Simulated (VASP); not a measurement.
Wanted: the native input for a VASP 6.6.1 run.

- Task: single point
- Functional: PBEsol
- Potentials or basis: VASP PAW PBE potentials, release 64 (Al, Ru_pv)
- Cutoff: 520 eV
- k mesh: 16 × 16 × 16
- Occupations: gaussian, width 0.15 eV
- Spin: no spin polarisation
- Dipole correction: no
- Further INCAR settings: ALGO = Fast; EDIFF = 1e-07; NBANDS = 16

The structure of AlRu lies in POSCAR:

```
AlRu
1.0
    2.9916000000      0.0000000000      0.0000000000
    0.0000000000      2.9916000000      0.0000000000
    0.0000000000      0.0000000000      2.9916000000
Al Ru
1 1
Direct
    0.0000000000      0.0000000000     -0.1002807862
    0.5000000000      0.5000000000      0.5000000000
```

This cell differs from its parent crystal: atom 1 (Al) moved by (+0.000, -0.300) A along [1 1 0] and z.

One way to write it, as run:

INCAR

```
PREC = Accurate ; ENCUT = 520
EDIFF = 1E-7 ; ISMEAR = 0
SIGMA = 0.15 ; LREAL = F
LASPH = T ; NELM = 60
ALGO = Fast ; ISIF = 2
LWAVE = F ; LCHARG = F
GGA = PS ; NBANDS = 16
```

KPOINTS

```
regular mesh
0
Gamma
  16 16 16
```

Potentials or basis: VASP PAW PBE potentials, release 64 (Al, Ru_pv).

The run is started by

```sh
$ cat potpaw_PBE.64/Al/POTCAR potpaw_PBE.64/Ru_pv/POTCAR > POTCAR
$ mpirun -np 1 vasp_std > vasp.out
```

Results of the run:

| Item | Value |
| --- | --- |
| Pressure | 3.5 GPa |
| Largest force | 2.250 eV/Å |
| Band gap on the k mesh | zero (an odd number of electrons rules out a gap without spin polarisation) |

Caveat: the cell differs from its parent crystal (atom 1 (Al) moved by (+0.000, -0.300) A along [1 1 0] and z); the stress differs along the axes, from -1 to 6 GPa; the PAW data sets were made with another functional, which shifts forces and pressure a little.

It took 89 s on 1 thread of AMD EPYC 9R45 96-Core Processor (Zen 5) (shared host), peak memory 0.24 GiB.
